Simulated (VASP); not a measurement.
ZnSe (Stilleite), 2 atoms in the cell. The structure is cubic, space group F-43m (No. 216). Conventional cell: a = 5.591 Å, b = 5.591 Å, c = 5.591 Å, α = 90.00°, β = 90.00°, γ = 90.00°. Within 3.2 Å of Se (site symmetry -43m) lie 4 Zn at 2.42 Å. Within 3.2 Å of Zn (site symmetry -43m) lie 4 Se at 2.42 Å. 

```yaml
Program: VASP 6.6.1
Task: single point
Functional: PBEsol
Dispersion: D3(BJ)
Potentials_or_basis: VASP PAW PBE potentials, release 64 (Se, Zn)
Cutoff: 520 eV
k_mesh: 8 × 8 × 8
Occupations: fermi-dirac, width 0.05 eV
Spin: no spin polarisation
Dipole_correction: no
Further_INCAR_settings: ALGO = Normal; EDIFF = 1e-06; NBANDS = 16
```

Potentials or basis: VASP PAW PBE potentials, release 64 (Se, Zn).

Run with:

```bash
$ cat potpaw_PBE.64/Se/POTCAR potpaw_PBE.64/Zn/POTCAR > POTCAR
$ mpirun -np 1 vasp_std > vasp.out
```

Hardware: 1 thread of Intel(R) Xeon(R) 6975P-C (Granite Rapids), on a shared host.

How long does it take, and how much memory?

It took 10 s on 1 thread of Intel(R) Xeon(R) 6975P-C (Granite Rapids), on a shared host, peak memory 0.18 GiB. Counts: scf iterations 12, k points 29.
